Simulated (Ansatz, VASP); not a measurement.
# Na: VASP beside Ansatz

```
Na
1.0
    -1.95675    1.95675    2.69915
     1.95675   -1.95675    2.69915
     1.95675    1.95675   -2.69915
Na
1
Direct
  0.00000 0.00000 0.00000
```

Alike in both runs: task single point; functional PBEsol; k mesh 16 × 16 × 16; occupations gaussian, width 0.15 eV; no spin polarisation.

```csv
,VASP,Ansatz
version,VASP 6.6.1,Ansatz 0.2.0
potentials or method,"VASP PAW PBE potentials, release 64 (Na_pv), cutoff 520 eV","scalar-relativistic, plane waves, PAW"
valence electrons in the cell,7,9
```

```csv
,VASP,Ansatz,Ansatz less VASP
gap on the k mesh at the Fermi level (eV),none,none,-
pressure (GPa),-0.8,-0.8,+0.01
```

VASP's potentials were made for PBE, not for PBEsol. A gap of «none» marks a metal or a gap that the smearing closes. The functional is the same, so the differences come from potentials, cutoffs and numerics. VASP's potentials hold 7 valence electrons a cell and Ansatz's 9, so a difference there can come from the potentials and not from the codes.
